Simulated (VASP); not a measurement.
Wanted: the native input for a VASP 6.6.1 run.

* Task: single point
* Functional: PBE
* Potentials or basis: VASP PAW PBE potentials, release 64 (Zn, Se)
* Cutoff: 520 eV
* k mesh: 12 × 12 × 1
* Occupations: gaussian, width 0.02 eV
* Spin: no spin polarisation
* Dipole correction: yes
* Further INCAR settings: ALGO = Normal; EDIFF = 1e-06; NBANDS = 26

The structure of ZnSe lies in POSCAR:

```
ZnSe
1.0
    4.0897241618      0.0000003305      0.0000000000
   -2.0448623671      3.5418048533      0.0000000000
    0.0000000000      0.0000000000     35.2772510469
Zn Se
2 2
Direct
    0.3333333333      0.6666666667      0.1911033906
    0.3333333333      0.6666666667      0.3474873282
    0.0000000000      0.0000000000      0.1851412306
    0.0000000000      0.0000000000      0.3534494883
```

One way to write it, as run:

INCAR

```
  PREC = Accurate
  ENCUT = 520
  EDIFF = 1E-6
  ISMEAR = 0
  SIGMA = 0.02
  LREAL = F
  LASPH = T
  NELM = 80
  ALGO = Normal
  ISIF = 2
  LWAVE = F
  LCHARG = T
  LDIPOL = T
  IDIPOL = 3
  DIPOL = 0.5 0.5 0.269
  GGA = PE
  LELF = T
  LVHAR = T
  LVACPOTAV = T
  NBANDS = 26
```

KPOINTS

```
Automatic mesh
0
Gamma
  12 12 1
```

Potentials or basis: VASP PAW PBE potentials, release 64 (Zn, Se).

Launch:

```sh
$ cat potpaw_PBE.64/Zn/POTCAR potpaw_PBE.64/Se/POTCAR > POTCAR
$ mpirun -np 1 vasp_std > vasp.out
```

Results of the run:

The largest force is 0.007 eV/Å. The band gap on the k mesh is 1.73 eV, indirect (least direct gap 1.76 eV).

Run time: 16 min on 1 thread of AMD EPYC 7R13 (shared host), peak memory 0.61 GiB.
